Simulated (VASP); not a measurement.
Write the native input for VASP 6.6.1 that does the following.

| Quantity | Value |
| --- | --- |
| Task | electric field gradients |
| Functional | PBE |
| Potentials or basis | VASP PAW PBE potentials, release 64 (Zr_sv) |
| Cutoff | 400 eV |
| k mesh | 14 × 14 × 14 |
| Occupations | fermi-dirac, width 0.08 eV |
| Spin | no spin polarisation |
| Dipole correction | no |
| Further INCAR settings | ALGO = Normal; EDIFF = 1e-08; NBANDS = 12 |

The structure of Zr lies in POSCAR:

```
Zr
1.0
   -1.7855375418      1.7855375418      1.7855375418
    1.7855375418     -1.7855375418      1.7855375418
    1.7855375418      1.7855375418     -1.7855375418
Zr
1
Direct
    0.0000000000      0.0000000000      0.0000000000
```

This isn't the form of Zr at room conditions, which is hcp.

One way to write it, as run:

INCAR

```
SYSTEM = Zr
  ALGO = Normal
  EDIFF = 1E-8
  ENCUT = 400
  GGA = PE
  GGA_COMPAT = .FALSE.
  ISIF = 2
  ISMEAR = -1
  LASPH = .TRUE.
  LCHARG = .FALSE.
  LEFG = .TRUE.
  LREAL = .FALSE.
  LWAVE = .FALSE.
  NBANDS = 12
  NELM = 120
  PREC = Accurate
  SIGMA = 0.08
```

KPOINTS

```
k-points
0
G
  14 14 14
  0 0 0
```

Potentials or basis: VASP PAW PBE potentials, release 64 (Zr_sv).

Command:

```sh
$ cat potpaw_PBE.64/Zr_sv/POTCAR > POTCAR
$ mpirun -np 1 vasp_std > vasp.out
```

Results of the run:

The pressure is 0.2 GPa, the band gap on the k mesh is zero (bands 6 and 7 overlap by 1.78 eV) and the largest electric field gradient by atom is zero within the noise of the run.

Wall time 36 s on 1 thread of Intel Xeon 8259CL, on a shared host, peak memory 0.13 GiB.
